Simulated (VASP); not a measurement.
Crystal: MgS.

```
Mg S
1.0
     3.52033    0.00000    0.00000
     0.00000    3.52033    0.00000
     0.00000    0.00000    3.52033
Mg S
1 1
Cartesian
  1.7602 1.7602 1.7602
  0.0000 0.0000 0.0000
```

- Program: VASP 6.6.1
- Task: relaxation of cell and atoms
- Functional: PBE
- Potentials or basis: VASP PAW PBE potentials, release 64 (Mg, S)
- Cutoff: 600 eV
- k mesh: 6 × 6 × 6
- Occupations: gaussian, width 0.1 eV
- Spin: no spin polarisation

At the start: pressure -9.9 GPa; volume 21.81 Å³/atom.

**Question.** How do energy, volume and symmetry change on relaxing?

**Answer.** Over 3 steps the energy falls by 161.9 meV/atom and the volume is 17.48 Å³/atom (-19.9 %); space group Pm-3m (No. 221, to 0.05 Å).

The path:
```
step  energy change (eV)  largest force (eV/Å)  pressure (GPa)  volume (Å³)
   1              0.0000                0.0000           -9.87        43.63
   2             -0.3202                0.0000           -1.46        35.68
   3             -0.3238                0.0000           -0.10        34.96
```

Final structure:
```cif
data_structure
_symmetry_space_group_name_H-M 'P 1'
_symmetry_Int_Tables_number 1
_cell_length_a 3.2697
_cell_length_b 3.2697
_cell_length_c 3.2697
_cell_angle_alpha 90.000
_cell_angle_beta 90.000
_cell_angle_gamma 90.000
_cell_volume 34.96
loop_
_atom_site_label
_atom_site_type_symbol
_atom_site_fract_x
_atom_site_fract_y
_atom_site_fract_z
_atom_site_occupancy
Mg1 Mg 0.50000 0.50000 0.50000 1
S1 S 0.00000 0.00000 0.00000 1
```

Caveat: the volume moved by over 15 % at a fixed basis, so the end points are rough.
